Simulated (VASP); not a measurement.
Wanted: the native input for a VASP 6.6.1 run.

- Task: single point
- Functional: PBEsol
- Potentials or basis: VASP PAW PBE potentials, release 64 (Sr_sv)
- Cutoff: 520 eV
- k mesh: 8 × 8 × 8
- Occupations: fermi-dirac, width 0.05 eV
- Spin: no spin polarisation
- Dipole correction: no
- Further INCAR settings: ALGO = Normal; EDIFF = 1e-06; NBANDS = 11

The structure of Sr lies in POSCAR:

```
Sr
1.0
    0.0000000000      2.8358498042      2.8358498042
    2.8358498042      0.0000000000      2.8358498042
    2.8358498042      2.8358498042      0.0000000000
Sr
1
Direct
    0.0000000000      0.0000000000      0.0000000000
```

These files were run (other wordings do the same):

INCAR

```
PREC = Accurate ; ENCUT = 520
EDIFF = 1E-6 ; ISMEAR = -1
SIGMA = 0.05 ; LREAL = F
LASPH = T ; NELM = 100
ALGO = Normal ; ISIF = 2
LWAVE = F ; LCHARG = F
GGA = PS ; NBANDS = 11
```

KPOINTS

```
regular mesh
0
Gamma
  8 8 8
```

Potentials or basis: VASP PAW PBE potentials, release 64 (Sr_sv).

Launch:

```sh
$ cat potpaw_PBE.64/Sr_sv/POTCAR > POTCAR
$ mpirun -np 1 vasp_std > vasp.out
```

It gave:

| Item | Value |
| --- | --- |
| Pressure | 2.0 GPa |
| Band gap on the k mesh | 0.20 eV, indirect (least direct gap 0.43 eV) |

Caveat: the PAW data sets were made with another functional, which shifts forces and pressure a little.

Run time: 6.4 s on 1 thread of Intel(R) Xeon(R) 6975P-C (Granite Rapids) (shared host), peak memory 0.17 GiB.
